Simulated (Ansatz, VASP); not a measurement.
**W: VASP beside Ansatz**

```
W
1.0
     0.00000    1.99792    1.99792
     1.99792    0.00000    1.99792
     1.99792    1.99792    0.00000
W
1
Cartesian
  0.0000 0.0000 0.0000
```

Change from the starting cell: volume scaled by 0.97.

Alike in both runs: task single point; functional PBE; k mesh 16 × 16 × 16; occupations fermi-dirac, width 0.05 eV; no spin polarisation.

|  | VASP | Ansatz |
| --- | --- | --- |
| version | VASP 6.6.1 | Ansatz 0.2.0 |
| potentials or method | VASP PAW PBE potentials, release 64 (W_sv), cutoff 520 eV | all-electron LAPW, scalar-relativistic |

```csv
,VASP,Ansatz,Ansatz less VASP
pressure (GPa),9.7,9.1,-0.58
```

Ansatz ran all-electron here, and VASP with PAW potentials.

Neither program's run includes spin-orbit coupling.
